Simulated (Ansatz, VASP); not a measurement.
**One calculation of TiO2, two programs**

The input INCAR:

```
PREC = Accurate ; ENCUT = 520
EDIFF = 1E-6 ; ISMEAR = -1
SIGMA = 0.02 ; LREAL = F
LASPH = T ; NELM = 80
ALGO = Normal ; ISIF = 2
LWAVE = F ; LCHARG = F
GGA = PE ; NBANDS = 46
```

File KPOINTS:

```
regular mesh
0
Gamma
  6 6 4
```

File POSCAR:

```
TiO2
1.0
    5.7105039791      0.0000000000      0.0000000000
   -2.8552519895      4.9454415143      0.0000000000
    0.0000000000      0.0000000000      6.2742272268
Ti O
3 6
Direct
    0.5000056298      0.5000056298      0.0000000000
    0.0000000000      0.4999943702      0.6666666667
    0.4999943702      0.0000000000      0.3333333333
    0.2124422673      0.4248628490      0.8333256009
    0.5751371510      0.7875794183      0.1666589342
    0.2124205817      0.7875577327      0.4999922675
    0.4248628490      0.2124422673      0.1666743991
    0.7875577327      0.2124205817      0.5000077325
    0.7875794183      0.5751371510      0.8333410658
```

Input for Ansatz:

```yaml
crystal:
  lattice:
    - [5.7105039791, 0.0, 0.0]
    - [-2.8552519895, 4.9454415143, 0.0]
    - [0.0, 0.0, 6.2742272268]
  atoms:
    - { symbol: Ti, position: [0.5000056298, 0.5000056298, 0.0] }
    - { symbol: Ti, position: [0.0, 0.4999943702, 0.6666666667] }
    - { symbol: Ti, position: [0.4999943702, 0.0, 0.3333333333] }
    - { symbol: O, position: [0.2124422673, 0.424862849, 0.8333256009] }
    - { symbol: O, position: [0.575137151, 0.7875794183, 0.1666589342] }
    - { symbol: O, position: [0.2124205817, 0.7875577327, 0.4999922675] }
    - { symbol: O, position: [0.424862849, 0.2124422673, 0.1666743991] }
    - { symbol: O, position: [0.7875577327, 0.2124205817, 0.5000077325] }
    - { symbol: O, position: [0.7875794183, 0.575137151, 0.8333410658] }
kpoints:
  mp_grid: { grid: [6, 6, 4] }
  band_path:
    path:
      - [[0.0, 0.0, 0.0], [0.5, -5.299464661837e-18, -8.416701657775e-20], [0.3333333333333, 0.3333333333333, -2.655217325216e-19], [0.0, 0.0, 0.0], [4.771069832627e-36, 1.706561213245e-35, 0.5], [0.5, -5.412124945872e-18, 0.5], [0.3333333333333, 0.3333333333333, 0.5], [4.771069832627e-36, 1.706561213245e-35, 0.5]]
      - [[0.5, -5.412124945872e-18, 0.5], [0.5, -5.299464661837e-18, -8.416701657775e-20]]
      - [[0.3333333333333, 0.3333333333333, 0.5], [0.3333333333333, 0.3333333333333, -2.655217325216e-19]]
    npoints: 10
hamiltonian:
  xc: pbe
scf:
  occupations: { method: fermi_dirac, width: 0.02 }
  n_extra_bands: 6
output:
  forces: true
  stress: true
  eigenvalues: true
  write_density: true
  write_potential: true
  elf: true
  volumetric_format: npy
```

Alike in both runs: task single point; functional PBE; k mesh 6 × 6 × 4; occupations fermi-dirac, width 0.02 eV; no spin polarisation.

|  | VASP | Ansatz |
| --- | --- | --- |
| version | VASP 6.6.1 | Ansatz 0.2.0 |
| potentials or method | VASP PAW PBE potentials, release 64 (Ti_sv, O) | plane waves, PAW |
| plane-wave cutoff (eV) | 520 | 420 |
| valence electrons in the cell | 72 | 72 |

|  | VASP | Ansatz | Ansatz less VASP |
| --- | --- | --- | --- |
| gap on the k mesh at the Fermi level (eV) | 3.43 | 3.46 | +0.027 |
| pressure (GPa) | 2.6 | 2.2 | -0.41 |
| rms of the force components (eV/Å) | 0.061 | 0.048 | -0.0124 |

Atom by atom the forces differ by 0.012 eV/Å (rms over components). Ansatz's warnings: near symmetry operation missed by atoms.
